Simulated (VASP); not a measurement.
# LuCdB2 (Pnma) in VASP: single point with LDA

Aim: the single point of LuCdB2 with LDA.

Everything below comes from runs of VASP 6.6.1. Logs are shortened: lines on timing, memory, paths and dates and some standing lists are left out, and cuts for length are marked.

**1. The cell of the first run**

Symmetry: Pnma, No. 62, orthorhombic system. The conventional cell has a = 6.188 Å, b = 5.570 Å, c = 6.694 Å, α = 90.00°, β = 90.00°, γ = 90.00°. Within 3.7 Å of Lu (site symmetry m) lie 8 B at 2.70 to 3.07 Å and 7 Cd at 3.09 to 3.62 Å and 4 Lu at 3.30 to 3.56 Å. Within 3.4 Å of Cd (site symmetry m) lie 6 B at 2.37 to 2.41 Å and 6 Lu at 3.09 to 3.40 Å and 2 Cd at 3.22 Å. Within 2.5 Å of B (site symmetry 1) lie 2 B at 1.85 to 2.05 Å and 3 Cd at 2.37 to 2.41 Å.

**2. Single point, LDA**

File INCAR:

```
  PREC = Accurate
  ENCUT = 520
  EDIFF = 1E-7
  ISMEAR = 1
  SIGMA = 0.0549
  LREAL = Auto
  LASPH = T
  NELM = 60
  ALGO = Normal
  ISIF = 2
  LWAVE = F
  LCHARG = T
  GGA = CA
  LELF = T
  LVHAR = T
  NBANDS = 100
```

File KPOINTS:

```
Automatic mesh
0
Gamma
  4 5 4
```

File POSCAR:

```
LuCdB2
1.0
    6.1876310000      0.0000000000      0.0000000000
    0.0000000000      5.5698260000      0.0000000000
    0.0000000000      0.0000000000      6.6935910000
Lu Cd B
4 4 8
Direct
    0.0105000000      0.2500000000      0.1648000000
    0.4895000000      0.7500000000      0.6648000000
    0.5105000000      0.2500000000      0.3352000000
    0.9895000000      0.7500000000      0.8352000000
    0.1816000000      0.2500000000      0.6824000000
    0.3184000000      0.7500000000      0.1824000000
    0.6816000000      0.2500000000      0.8176000000
    0.8184000000      0.7500000000      0.3176000000
    0.3580000000      0.0840000000      0.9640000000
    0.1420000000      0.9160000000      0.4640000000
    0.8580000000      0.4160000000      0.5360000000
    0.6420000000      0.5840000000      0.0360000000
    0.6420000000      0.9160000000      0.0360000000
    0.8580000000      0.0840000000      0.5360000000
    0.1420000000      0.5840000000      0.4640000000
    0.3580000000      0.4160000000      0.9640000000
```

Potentials or basis: VASP PAW PBE potentials, release 64 (Lu, Cd, B).

The run is started by

```bash
$ cat potpaw_PBE.64/Lu/POTCAR potpaw_PBE.64/Cd/POTCAR potpaw_PBE.64/B/POTCAR > POTCAR
$ mpirun -np 1 vasp_std > vasp.out
```

OUTCAR:

```text
PREC = Accurate
   ENCUT = 520
   EDIFF = 1E-7
   ISMEAR = 1
   LREAL = Auto
   LASPH = T
   NELM = 60
   ISIF = 2
   GGA = CA

 ion  position               nearest neighbor table
   1  0.011  0.250  0.165-   9 2.70  16 2.70  14 2.81  11 2.81  15 2.85  10 2.85   7 3.09   8 3.20
                             8 3.20   3 3.30   3 3.30   6 3.38   6 3.38   5 3.40   4 3.56   4 3.56
   2  0.489  0.750  0.665-  10 2.70  15 2.70  13 2.81  12 2.81   9 2.85  16 2.85   8 3.09   7 3.20
                             7 3.20   4 3.30   4 3.30   5 3.38   5 3.38   6 3.40   3 3.56   3 3.56
   3  0.511  0.250  0.335-  11 2.70  14 2.70   9 2.81  16 2.81  12 2.85  13 2.85   5 3.09   6 3.20
                             6 3.20   1 3.30   1 3.30   8 3.38   8 3.38   7 3.40   2 3.56   2 3.56
   4  0.989  0.750  0.835-  12 2.70  13 2.70  10 2.81  15 2.81  14 2.85  11 2.85   6 3.09   5 3.20
                             5 3.20   2 3.30   2 3.30   7 3.38   7 3.38   8 3.40   1 3.56   1 3.56
   5  0.182  0.250  0.682-   9 2.37  16 2.37  15 2.38  10 2.38  11 2.41  14 2.41   3 3.09   4 3.20
                             4 3.20   7 3.22   7 3.22   2 3.38   2 3.38   1 3.40   1 3.62
   6  0.318  0.750  0.182-  10 2.37  15 2.37   9 2.38  16 2.38  12 2.41  13 2.41   4 3.09   3 3.20
                             3 3.20   8 3.22   8 3.22   1 3.38   1 3.38   2 3.40   2 3.62
   7  0.682  0.250  0.818-  11 2.37  14 2.37  13 2.38  12 2.38   9 2.41  16 2.41   1 3.09   2 3.20
                             2 3.20   5 3.22   5 3.22   4 3.38   4 3.38   3 3.40   3 3.62
   8  0.818  0.750  0.318-  12 2.37  13 2.37  11 2.38  14 2.38  10 2.41  15 2.41   2 3.09   1 3.20
                             1 3.20   6 3.22   6 3.22   3 3.38   3 3.38   4 3.40   4 3.62
   9  0.358  0.084  0.964-  16 1.85  13 2.05   5 2.37   6 2.38   7 2.41   1 2.70   3 2.81   2 2.85
[... 11 lines left out ...]
  15  0.142  0.584  0.464-  10 1.85  11 2.05   6 2.37   5 2.38   8 2.41   2 2.70   4 2.81   1 2.85

  16  0.358  0.416  0.964-   9 1.85  12 2.05   5 2.37   6 2.38   7 2.41   1 2.70   3 2.81   2 2.85

  LATTYP: Found a simple orthorhombic cell.
 ALAT       =     5.5698260000
 B/A-ratio  =     1.1109199821
 C/A-ratio  =     1.2017594445

  Lattice vectors:

 A1 = (   0.0000000000,  -5.5698260000,   0.0000000000)
 A2 = (   6.1876310000,   0.0000000000,   0.0000000000)
 A3 = (   0.0000000000,   0.0000000000,   6.6935910000)

Analysis of symmetry for initial positions (statically):
=====================================================================
 Subroutine PRICEL returns:
 Original cell was already a primitive cell.

 Routine SETGRP: Setting up the symmetry group for a
 simple orthorhombic supercell.

 Subroutine GETGRP returns: Found  8 space group operations
 (whereof  2 operations were pure point group operations)
 out of a pool of  8 trial point group operations.

The static configuration has the point symmetry S_2 .
 The point group associated with its full space group is D_2h.

Analysis of symmetry for dynamics (positions and initial velocities):
=====================================================================
 Subroutine PRICEL returns:
 Original cell was already a primitive cell.

 Routine SETGRP: Setting up the symmetry group for a
 simple orthorhombic supercell.

 Subroutine GETGRP returns: Found  8 space group operations
 (whereof  2 operations were pure point group operations)
 out of a pool of  8 trial point group operations.

The dynamic configuration has the point symmetry S_2 .
 The point group associated with its full space group is D_2h.

 Subroutine INISYM returns: Found  8 space group operations
 (whereof  2 operations are pure point group operations),
 and found     1 'primitive' translations

----------------------------------------------------------------------------------------

                                     Primitive cell

  volume of cell :     230.6881

  direct lattice vectors                    reciprocal lattice vectors
     6.187631000  0.000000000  0.000000000     0.161612740  0.000000000  0.000000000
     0.000000000  5.569826000  0.000000000     0.000000000  0.179538822  0.000000000
     0.000000000  0.000000000  6.693591000     0.000000000  0.000000000  0.149396639

  length of vectors
     6.187631000  5.569826000  6.693591000     0.161612740  0.179538822  0.149396639

  position of ions in fractional coordinates (direct lattice)
     0.010500000  0.250000000  0.164800000
     0.489500000  0.750000000  0.664800000
     0.510500000  0.250000000  0.335200000
     0.989500000  0.750000000  0.835200000
     0.181600000  0.250000000  0.682400000
     0.318400000  0.750000000  0.182400000
[... 8 lines left out ...]
     0.142000000  0.584000000  0.464000000
     0.358000000  0.416000000  0.964000000

  ion indices of the primitive-cell ions
   primitive index   ion index
                 1           1
                 2           2
                 3           3
                 4           4
                 5           5
                 6           6
[... 8 lines left out ...]
                15          15
                16          16

----------------------------------------------------------------------------------------

 KPOINTS: Automatic mesh

Automatic generation of k-mesh.
 Grid dimensions read from file:
 generate k-points for:    4    5    4

 Generating k-lattice:

  Cartesian coordinates                     Fractional coordinates (reciprocal lattice)
     0.040403185  0.000000000  0.000000000     0.250000000  0.000000000  0.000000000
     0.000000000  0.035907764  0.000000000     0.000000000  0.200000000  0.000000000
     0.000000000  0.000000000  0.037349160     0.000000000  0.000000000  0.250000000

  Length of vectors
     0.040403185  0.035907764  0.037349160

  Shift w.r.t. Gamma in fractional coordinates (k-lattice)
     0.000000000  0.000000000  0.000000000

 Subroutine IBZKPT returns following result:
 ===========================================

 Found     27 irreducible k-points:

 Following reciprocal coordinates:
            Coordinates               Weight
  0.000000  0.000000  0.000000      1.000000
  0.250000  0.000000  0.000000      2.000000
  0.500000  0.000000  0.000000      1.000000
  0.000000  0.200000  0.000000      2.000000
  0.250000  0.200000  0.000000      4.000000
  0.500000  0.200000  0.000000      2.000000
[... 16 lines left out ...]
  0.250000  0.200000  0.500000      4.000000
  0.500000  0.200000  0.500000      2.000000
 [... further k-points ...]
   k-points           NKPTS =     27   k-points in BZ     NKDIM =     27   number of bands    NBANDS=    100
   number of dos      NEDOS =    301   number of ions     NIONS =     16
   total plane-waves  NPLWV = 100800
   dimension x,y,z NGX =    48 NGY =   42 NGZ =   50
   dimension x,y,z NGXF=    96 NGYF=   84 NGZF=  100
   ions per type =               4   4   8
   NGX,Y,Z   is equivalent  to a cutoff of  12.90, 12.54, 12.42 a.u.
   NGXF,Y,Z  is equivalent  to a cutoff of  25.79, 25.07, 24.84 a.u.
 SYSTEM =  unknown system
   PREC   = accura    normal or accurate (medium, high low for compatibility)
   ISTART =      0    job   : 0-new  1-cont  2-samecut
   ICHARG =      2    charge: 1-file 2-atom 10-const
   ISPIN  =      1    spin polarized calculation?
   LNONCOLLINEAR =      F non collinear calculations
   LSORBIT =      F    spin-orbit coupling
   LASPH  =      T    aspherical Exc in radial PAW
   ENCUT  =  520.0 eV  38.22 Ry    6.18 a.u.  11.50 10.36 12.45*2*pi/ulx,y,z
   NELM   =     60;   NELMIN=  2; NELMDL= -5     # of ELM steps
   EDIFF  = 0.1E-06   stopping-criterion for ELM
   LREAL  =      T    real-space projection
   EDIFFG = 0.1E-05   stopping-criterion for IOM
   NSW    =      0    number of steps for IOM
   IBRION =     -1    ionic relax: 0-MD 1-quasi-New 2-CG
   NFREE  =      0    steps in history (QN), initial steepest desc. (CG)
   ISIF   =      2    stress and relaxation
   ISYM   =      2    0-nonsym 1-usesym 2-fastsym
   POTIM  = 0.5000    time-step for ionic-motion
   TEBEG  =    0.0;   TEEND  =   0.0 temperature during run
   PSTRESS=    0.0 pullay stress
   NELECT =     172.0000    total number of electrons
   NUPDOWN=      -1.0000    fix difference up-down
   EMIN   =  10.00;   EMAX   =-10.00  energy-range for DOS
   EFERMI =   0.00;   METHOD = LEGACY
   ISMEAR =     1;   SIGMA  =   0.05  broadening in eV -4-tet -1-fermi 0-gaus
   EFERMI_NEDOS =   21; number of points for ismear=-14 and -15
   IALGO  =     38    algorithm
   IMIX   =      4    mixing-type and parameters
     AMIX     =   0.40;   BMIX     =  1.00
     AMIX_MAG =   1.60;   BMIX_MAG =  1.00
  volume/ion in A,a.u.               =      14.42        97.30
  Fermi-wavevector in a.u.,A,eV,Ry     =   1.484485  2.805271 29.983114  2.203697
  Thomas-Fermi vector in A             =   2.598016
   LORBIT       =      0    0 simple, 1 ext, 2 COOP (PROOUT), +10 PAW based schemes
   GGA     = CA    functional components
   LHFCALC =     F    Hartree Fock is set to
   AEXX    =    0.0000 exact exchange contribution
   IVDW    =     0    specifies the selected vdW correction
   LEPSILON=     F    determine dielectric tensor
   LRPA    =     F    only Hartree local field effects (RPA)
 non-spin polarized calculation
 Methfessel and Paxton  Order N= 1 SIGMA  =   0.05
  energy-cutoff  :      520.00
  volume of cell :      230.69
 maximum number of plane-waves:      6244
 NGX is ok and might be reduce to    48
   NGX = 23   NGY = 21   NGZ = 25

 number of electron     172.0000017 magnetization

 Free energy of the ion-electron system (eV)
  ---------------------------------------------------
  ext. energy  EPLUGINS =         0.00000000
  ---------------------------------------------------
  free energy    TOTEN  =       -83.25151065 eV

  energy without entropy =      -83.25004156  energy(sigma->0) =      -83.25102095

 E-fermi :   4.0138     XC(G=0): -12.0342

 val. band max:        4.0091332847   @ k =   0.2500   0.0000   0.2500
 cond. band min:       4.0185164693   @ k =   0.5000   0.0000   0.2500
 fundamental gap:      0.0093831846
 Fermi energy:         4.0137780193

 k-point     1 :       0.0000    0.0000    0.0000
  band No.  band energies     occupation
      1     -51.9417      2.00000
      2     -51.9347      2.00000
      3     -51.9223      2.00000
      4     -51.9153      2.00000
      5     -23.0436      2.00000
      6     -23.0171      2.00000
[... 2413 lines left out ...]
     97       7.8940      0.00000
     98       7.9077      0.00000

 [... further k-points ...]

 [bands above 98 left out]

------------------------ aborting loop because EDIFF is reached ----------------------------------------

  FORCE on cell =-STRESS in cart. coord.  units (eV):
  Direction    XX          YY          ZZ          XY          YZ          ZX
  --------------------------------------------------------------------------------------
  -------------------------------------------------------------------------------------
  Total      -12.2514522    -21.4323183     -7.8123272     -0.0000000      0.0000000      0.0000000
  in kB      -85.0889074   -148.8519492    -54.2582519     -0.0000000      0.0000000      0.0000000
  external PRESSURE =     -96.0663695 kB  Pullay stress =       0.0000000 kB

 VOLUME and BASIS-vectors are now :
 -----------------------------------------------------------------------------
  energy-cutoff  :      520.00
  volume of cell :      230.69
      direct lattice vectors                 reciprocal lattice vectors
     6.187631000  0.000000000  0.000000000     0.161612740  0.000000000  0.000000000
     0.000000000  5.569826000  0.000000000     0.000000000  0.179538822  0.000000000
     0.000000000  0.000000000  6.693591000     0.000000000  0.000000000  0.149396639

 POSITION                                       TOTAL-FORCE (eV/Angst)
 -----------------------------------------------------------------------------------
      0.06497      1.39246      1.10310         0.399831      0.000000      0.960769
      3.02885      4.17737      4.44990        -0.399831      0.000000      0.960769
      3.15879      1.39246      2.24369         0.399831      0.000000     -0.960769
      6.12266      4.17737      5.59049        -0.399831     -0.000000     -0.960769
      1.12367      1.39246      4.56771         0.505228     -0.000000     -0.040417
      1.97014      4.17737      1.22091        -0.505228     -0.000000     -0.040417
[... 8 lines left out ...]
      0.87864      3.25278      3.10583        -0.523961     -0.032690      0.805412
      2.21517      2.31705      6.45262         0.523961      0.032690      0.805412
 -----------------------------------------------------------------------------------
    total drift:                                0.000000     -0.000000     -0.000000

  FREE ENERGIE OF THE ION-ELECTRON SYSTEM (eV)
  ---------------------------------------------------
  free  energy   TOTEN  =       -83.2515106452 eV

  energy  without entropy=      -83.2500415637  energy(sigma->0) =      -83.25102095
```

Run time: 40 min. Hardware: 1 thread of Intel Xeon 8259CL, shared host; peak memory 0.51 GiB.

What came out:

| Property | Result |
| --- | --- |
| Free energy | -83.2515 eV |
| Pressure | -9.6 GPa |
| Largest force | 1.041 eV/Å |
| Band gap on the k mesh | zero (bands 86 and 87 overlap by 0.44 eV) |

Forces in eV/Å, atoms in the order of the input:
```
Lu   0.400  0.000  0.961
Lu  -0.400  0.000  0.961
Lu   0.400  0.000 -0.961
Lu  -0.400  0.000 -0.961
Cd   0.505  0.000 -0.040
Cd  -0.505  0.000 -0.040
Cd   0.505  0.000  0.040
Cd  -0.505  0.000  0.040
B    0.524 -0.033  0.805
B   -0.524  0.033  0.805
B    0.524  0.033 -0.805
B   -0.524 -0.033 -0.805
B   -0.524  0.033 -0.805
B    0.524 -0.033 -0.805
B   -0.524 -0.033  0.805
B    0.524  0.033  0.805
```

Levels at points of the mesh, in eV from the Fermi level:
```
           k point  band 83  band 84  band 85  band 86  band 87  band 88  band 89  band 90
(0.00, 0.00, 0.00)    -0.98    -0.91    -0.81    -0.77     0.20     0.23     1.02     1.41
(0.50, 0.00, 0.00)    -1.43    -1.43     0.29     0.29     0.32     0.32     1.06     1.06
(0.00, 0.00, 0.50)    -1.07    -1.07    -0.34    -0.34     0.25     0.25     0.51     0.51
(0.50, 0.00, 0.50)    -1.10    -1.10    -0.41    -0.41     0.23     0.23     1.06     1.06
```

Caveat: the stress differs along the axes, from -15 to -5 GPa; the PAW data sets were made with another functional, which shifts forces and pressure a little; spin-orbit coupling is left out, which moves the levels of the heavy elements.
